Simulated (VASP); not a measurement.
# ReSb (rocksalt type) (Fm-3m) in VASP: single point with LDA

Aim: the single point of ReSb (rocksalt type) with LDA.

Everything below comes from runs of VASP 6.6.1. Logs are shortened: lines on timing, memory, paths and dates and some standing lists are left out, and cuts for length are marked.

### 1 The cell of the first run

Symmetry: Fm-3m, No. 225, cubic system. The conventional cell has a = 5.371 Å, b = 5.371 Å, c = 5.371 Å, α = 90.00°, β = 90.00°, γ = 90.00°. Within 3.5 Å of Re (site symmetry m-3m) lie 6 Sb at 2.69 Å. Sb (site symmetry m-3m) has 6 Re at 2.69 Å within 3.5 Å.

### 2 Single point, LDA (19.37 Å³/atom)

Input file POSCAR:

```
ReSb
1.0
    0.0000000000      2.6854092159      2.6854092159
    2.6854092159      0.0000000000      2.6854092159
    2.6854092159      2.6854092159      0.0000000000
Re Sb
1 1
Direct
    0.0000000000      0.0000000000      0.0000000000
    0.5000000000      0.5000000000      0.5000000000
```

Input file INCAR.step1:

```
SYSTEM = ReSb
ALGO = Normal
EDIFF = 1E-6
ENCUT = 520
GGA = CA
ISIF = 2
ISMEAR = -1
LASPH = .True.
LCHARG = .True.
LMAXMIX = 4
LREAL = .False.
LWAVE = .False.
NBANDS = 13
NELM = 60
PREC = Accurate
SIGMA = 0.08
```

Input file KPOINTS.step1:

```
k-points
0
Gamma
  12 12 12
  0 0 0
```

Input file INCAR.step2:

```
SYSTEM = ReSb
ALGO = Normal
EDIFF = 1E-6
ENCUT = 520
GGA = CA
ICHARG = 11
ISIF = 2
ISMEAR = -5
LASPH = .True.
LCHARG = .False.
LMAXMIX = 4
LORBIT = 11
LREAL = .False.
LWAVE = .False.
NBANDS = 13
NEDOS = 2001
NELM = 60
PREC = Accurate
SIGMA = 0.08
```

Input file KPOINTS.step2:

```
k-points
0
Gamma
  18 18 18
  0 0 0
```

Potentials or basis: VASP PAW LDA potentials, release 64 (Re, Sb).

Started as:

```
$ cat potpaw_LDA.64/Re/POTCAR potpaw_LDA.64/Sb/POTCAR > POTCAR
$ cp INCAR.step1 INCAR
$ cp KPOINTS.step1 KPOINTS
$ mpirun -np 1 vasp_std > vasp.out
$ cp INCAR.step2 INCAR
$ cp KPOINTS.step2 KPOINTS
$ mpirun -np 1 vasp_std > vasp.out
```

OUTCAR:

```text
SYSTEM = ReSb
   EDIFF = 1E-6
   ENCUT = 520
   GGA = CA
   ICHARG = 11
   ISIF = 2
   ISMEAR = -5
   LASPH = .True.
   LORBIT = 11
   LREAL = .False.
   NELM = 60
   PREC = Accurate

 ion  position               nearest neighbor table
   1  0.000  0.000  0.000-   2 2.69   2 2.69   2 2.69   2 2.69   2 2.69   2 2.69
   2  0.500  0.500  0.500-   1 2.69   1 2.69   1 2.69   1 2.69   1 2.69   1 2.69

  LATTYP: Found a face centered cubic cell.
 ALAT       =     5.3708184318

  Lattice vectors:

 A1 = (   0.0000000000,   2.6854092159,   2.6854092159)
 A2 = (   2.6854092159,   0.0000000000,   2.6854092159)
 A3 = (   2.6854092159,   2.6854092159,   0.0000000000)

Analysis of symmetry for initial positions (statically):
=====================================================================
 Subroutine PRICEL returns:
 Original cell was already a primitive cell.

 Routine SETGRP: Setting up the symmetry group for a
 face centered cubic supercell.

 Subroutine GETGRP returns: Found 48 space group operations
 (whereof 48 operations were pure point group operations)
 out of a pool of 48 trial point group operations.

The static configuration has the point symmetry O_h .

Analysis of symmetry for dynamics (positions and initial velocities):
=====================================================================
 Subroutine PRICEL returns:
 Original cell was already a primitive cell.

 Routine SETGRP: Setting up the symmetry group for a
 face centered cubic supercell.

 Subroutine GETGRP returns: Found 48 space group operations
 (whereof 48 operations were pure point group operations)
 out of a pool of 48 trial point group operations.

The dynamic configuration has the point symmetry O_h .

 Subroutine INISYM returns: Found 48 space group operations
 (whereof 48 operations are pure point group operations),
 and found     1 'primitive' translations

----------------------------------------------------------------------------------------

                                     Primitive cell

  volume of cell :      38.7312

  direct lattice vectors                    reciprocal lattice vectors
     0.000000000  2.685409216  2.685409216    -0.186191362  0.186191362  0.186191362
     2.685409216  0.000000000  2.685409216     0.186191362 -0.186191362  0.186191362
     2.685409216  2.685409216  0.000000000     0.186191362  0.186191362 -0.186191362

  length of vectors
     3.797742134  3.797742134  3.797742134     0.322492899  0.322492899  0.322492899

  position of ions in fractional coordinates (direct lattice)
     0.000000000  0.000000000  0.000000000
     0.500000000  0.500000000  0.500000000

  ion indices of the primitive-cell ions
   primitive index   ion index
                 1           1
                 2           2

----------------------------------------------------------------------------------------

 KPOINTS: k-points

Automatic generation of k-mesh.
 Grid dimensions read from file:
 generate k-points for:   18   18   18

 Generating k-lattice:

  Cartesian coordinates                     Fractional coordinates (reciprocal lattice)
    -0.010343965  0.010343965  0.010343965     0.055555556  0.000000000  0.000000000
     0.010343965 -0.010343965  0.010343965     0.000000000  0.055555556  0.000000000
     0.010343965  0.010343965 -0.010343965     0.000000000  0.000000000  0.055555556

  Length of vectors
     0.017916272  0.017916272  0.017916272

  Shift w.r.t. Gamma in fractional coordinates (k-lattice)
     0.000000000  0.000000000  0.000000000

 TETIRR: Found    806 inequivalent tetrahedra from    34992

 Subroutine IBZKPT returns following result:
 ===========================================

 Found    195 irreducible k-points:

 Following reciprocal coordinates:
            Coordinates               Weight
  0.000000  0.000000  0.000000      1.000000
  0.055556  0.000000  0.000000      8.000000
  0.111111  0.000000  0.000000      8.000000
  0.166667  0.000000  0.000000      8.000000
  0.222222  0.000000  0.000000      8.000000
  0.277778  0.000000  0.000000      8.000000
[... 16 lines left out ...]
 -0.277778  0.055556  0.000000     24.000000
 -0.222222  0.055556  0.000000     24.000000
 [... further k-points ...]
   k-points           NKPTS =    195   k-points in BZ     NKDIM =    195   number of bands    NBANDS=     13
   number of dos      NEDOS =   2001   number of ions     NIONS =      2
   total plane-waves  NPLWV =  21952
   dimension x,y,z NGX =    28 NGY =   28 NGZ =   28
   dimension x,y,z NGXF=    56 NGYF=   56 NGZF=   56
   ions per type =               1   1
   NGX,Y,Z   is equivalent  to a cutoff of  12.26, 12.26, 12.26 a.u.
   NGXF,Y,Z  is equivalent  to a cutoff of  24.51, 24.51, 24.51 a.u.
 SYSTEM =  ReSb
   PREC   = accura    normal or accurate (medium, high low for compatibility)
   ISTART =      0    job   : 0-new  1-cont  2-samecut
   ICHARG =     11    charge: 1-file 2-atom 10-const
   ISPIN  =      1    spin polarized calculation?
   LNONCOLLINEAR =      F non collinear calculations
   LSORBIT =      F    spin-orbit coupling
   LASPH  =      T    aspherical Exc in radial PAW
   ENCUT  =  520.0 eV  38.22 Ry    6.18 a.u.   7.06  7.06  7.06*2*pi/ulx,y,z
   NELM   =     60;   NELMIN=  2; NELMDL=  0     # of ELM steps
   EDIFF  = 0.1E-05   stopping-criterion for ELM
   LREAL  =      F    real-space projection
   EDIFFG = 0.1E-04   stopping-criterion for IOM
   NSW    =      0    number of steps for IOM
   IBRION =     -1    ionic relax: 0-MD 1-quasi-New 2-CG
   NFREE  =      0    steps in history (QN), initial steepest desc. (CG)
   ISIF   =      2    stress and relaxation
   ISYM   =      2    0-nonsym 1-usesym 2-fastsym
   POTIM  = 0.5000    time-step for ionic-motion
   TEBEG  =    0.0;   TEEND  =   0.0 temperature during run
   PSTRESS=    0.0 pullay stress
   NELECT =      12.0000    total number of electrons
   NUPDOWN=      -1.0000    fix difference up-down
   EMIN   =  10.00;   EMAX   =-10.00  energy-range for DOS
   EFERMI =   0.00;   METHOD = LEGACY
   ISMEAR =    -5;   SIGMA  =   0.08  broadening in eV -4-tet -1-fermi 0-gaus
   EFERMI_NEDOS =   21; number of points for ismear=-14 and -15
   IALGO  =     38    algorithm
   IMIX   =      4    mixing-type and parameters
     AMIX     =   0.40;   BMIX     =  1.00
     AMIX_MAG =   1.60;   BMIX_MAG =  1.00
  volume/ion in A,a.u.               =      19.37       130.69
  Fermi-wavevector in a.u.,A,eV,Ry     =   1.107766  2.093375 16.696334  1.227146
  Thomas-Fermi vector in A             =   2.244285
   LORBIT       =     11    0 simple, 1 ext, 2 COOP (PROOUT), +10 PAW based schemes
   GGA     = CA    functional components
   LHFCALC =     F    Hartree Fock is set to
   AEXX    =    0.0000 exact exchange contribution
   IVDW    =     0    specifies the selected vdW correction
   LEPSILON=     F    determine dielectric tensor
   LRPA    =     F    only Hartree local field effects (RPA)
 non-spin polarized calculation
 Fermi weights with tetrahedron method with Bloechl corrections
  energy-cutoff  :      520.00
  volume of cell :       38.73
 maximum number of plane-waves:      1056

 number of electron      12.0000000 magnetization

 Free energy of the ion-electron system (eV)
  ---------------------------------------------------
  ext. energy  EPLUGINS =         0.00000000
  ---------------------------------------------------
  free energy    TOTEN  =       -16.00844114 eV

  energy without entropy =      -16.00844114  energy(sigma->0) =      -16.00844114

 E-fermi :   9.0495     XC(G=0): -11.9727

 val. band max:        9.0694655135   @ k =  -0.3333   0.4444   0.1667
 cond. band min:       9.0441934565   @ k =  -0.4444   0.2222   0.1111
 fundamental gap:     -0.0252720571
 Fermi energy:         9.0494568174

 k-point     1 :       0.0000    0.0000    0.0000
  band No.  band energies     occupation
      1      -3.9456      2.00000
      2       7.1861      2.00000
      3       7.1861      2.00000
      4       7.1861      2.00000
      5       7.6709      2.00000
      6       7.6709      2.00000
      7      10.3650      0.00000
      8      10.3650      0.00000
      9      10.3650      0.00000
     10      15.5132      0.00000
     11      16.2818      0.00000
     12      21.2172      0.00000
     13      21.2867      0.00000

 k-point     2 :       0.0556    0.0000    0.0000
  band No.  band energies     occupation
      1      -3.8923      2.00000
      2       7.0644      2.00000
      3       7.1728      2.00000
      4       7.1728      2.00000
      5       7.5281      2.00000
      6       7.5281      2.00000
      7      10.1853      0.00000
      8      10.6113      0.00000
      9      10.6113      0.00000
     10      15.8107      0.00000
     11      16.3642      0.00000
     12      20.3335      0.00000
     13      20.7061      0.00000

 k-point     3 :       0.1111    0.0000    0.0000
  band No.  band energies     occupation
      1      -3.7333      2.00000
      2       6.6903      2.00000
      3       6.9254      2.00000
      4       6.9254      2.00000
      5       7.4442      2.00000
      6       7.4442      2.00000
      7       9.8028      0.00000
      8      11.2078      0.00000
      9      11.2078      0.00000
     10      16.4315      0.00000
     11      16.6451      0.00000
     12      19.4295      0.00000
     13      20.0185      0.00000
[... 305 lines left out ...]
 k-point    23 :      -0.2778    0.0556    0.0000
  band No.  band energies     occupation
      1      -2.4662      2.00000
      2       4.0474      2.00000
      3       5.4050      2.00000
      4       5.5493      2.00000
      5       7.9728      2.00000
      6       8.2172      2.00000
      7       9.1457      0.00000
      8      12.9898      0.00000
      9      14.5338      0.00000
     10      14.8462      0.00000
     11      17.1976      0.00000
     12      17.5499      0.00000
     13      19.8743      0.00000

 k-point    24 :      -0.2222    0.0556    0.0000
  band No.  band energies     occupation
      1      -2.9332      2.00000
      2       4.9189      2.00000
      3       5.7552      2.00000
      4       5.9225      2.00000
      5       7.7276      2.00000
      6       7.9946      2.00000
      7       9.2747      0.00000
      8      12.3193      0.00000
      9      13.6663      0.00000
     10      15.6395      0.00000
     11      17.7946      0.00000
     12      18.0434      0.00000
     13      19.1476      0.00000

 [... further k-points ...]

------------------------ aborting loop because EDIFF is reached ----------------------------------------

  FORCE on cell =-STRESS in cart. coord.  units (eV):
  Direction    XX          YY          ZZ          XY          YZ          ZX
  --------------------------------------------------------------------------------------
  -------------------------------------------------------------------------------------
  Total        0.1187515      0.1187515      0.1187515      0.0000000     -0.0000000      0.0000000
  in kB        4.9123379      4.9123379      4.9123379      0.0000000     -0.0000000      0.0000000
  external PRESSURE =       4.9123379 kB  Pullay stress =       0.0000000 kB

 VOLUME and BASIS-vectors are now :
 -----------------------------------------------------------------------------
  energy-cutoff  :      520.00
  volume of cell :       38.73
      direct lattice vectors                 reciprocal lattice vectors
     0.000000000  2.685409216  2.685409216    -0.186191362  0.186191362  0.186191362
     2.685409216  0.000000000  2.685409216     0.186191362 -0.186191362  0.186191362
     2.685409216  2.685409216  0.000000000     0.186191362  0.186191362 -0.186191362

 POSITION                                       TOTAL-FORCE (eV/Angst)
 -----------------------------------------------------------------------------------
      0.00000      0.00000      0.00000        -0.000000      0.000000     -0.000000
      2.68541      2.68541      2.68541         0.000000     -0.000000      0.000000
 -----------------------------------------------------------------------------------
    total drift:                               -0.000000      0.000000      0.000000

  FREE ENERGIE OF THE ION-ELECTRON SYSTEM (eV)
  ---------------------------------------------------
  free  energy   TOTEN  =       -16.0084411441 eV

  energy  without entropy=      -16.0084411441  energy(sigma->0) =      -16.00844114

 total charge

# of ion       s       p       d       tot
------------------------------------------
    1        0.483   0.354   5.140   5.977
    2        1.094   1.364   0.112   2.569
--------------------------------------------------
tot          1.576   1.718   5.252   8.546
```

Wall time 76 s (1 thread of Intel Xeon 8259CL, shared host); peak memory 0.22 GiB.

Results:

```
Valence electrons inside the program's atomic spheres : Re 5.98; Sb 2.57
```

Caveat: spin-orbit coupling is left out, which moves the levels of the heavy elements; tetrahedron occupations give inexact forces and stress in metals.
